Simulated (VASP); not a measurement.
Input of a VASP 6.6.1 run:

File INCAR:

```
SYSTEM = Zr3S
  PREC = Accurate
  ENCUT = 600
  EDIFF = 1E-7
  ISMEAR = 0
  SIGMA = 0.1
  LREAL = .False.
  LASPH = .True.
  NELM = 60
  ALGO = Normal
  ISIF = 3
  LWAVE = .False.
  LCHARG = .False.
  GGA = PE
  IBRION = 2
  NSW = 90
  EDIFFG = -0.04
```

File KPOINTS:

```
Automatic mesh
0
Gamma
  4 4 4
  0 0 0
```

The input POSCAR:

```
Zr3S
1.0
    4.0856315963      0.0000000000      0.0000000000
    0.0000000000      4.0856315963      0.0000000000
    0.0000000000      0.0000000000      4.0856315963
Zr S
3 1
Direct
    0.0000000000      0.5000000000      0.5000000000
    0.5000000000      0.0000000000      0.5000000000
    0.5000000000      0.5000000000      0.0000000000
    0.0000000000      0.0000000000      0.0000000000
```

Potentials or basis: VASP PAW PBE potentials, release 64 (Zr_sv, S).

The run is started by

```sh
$ cat potpaw_PBE.64/Zr_sv/POTCAR potpaw_PBE.64/S/POTCAR > POTCAR
$ mpirun -np 1 vasp_std > vasp.out
```

(1) Estimate the relaxed volume.

(2) What does it give for the band gap on the k mesh?

## Answers

(1) 19.25 Å³/atom.

(2) zero (band 21 reaches 10.99 eV, above the bottom of band 22 at 8.22 eV).

Caveat: the k points lie up to 0.37 Å⁻¹ apart in the final cell.
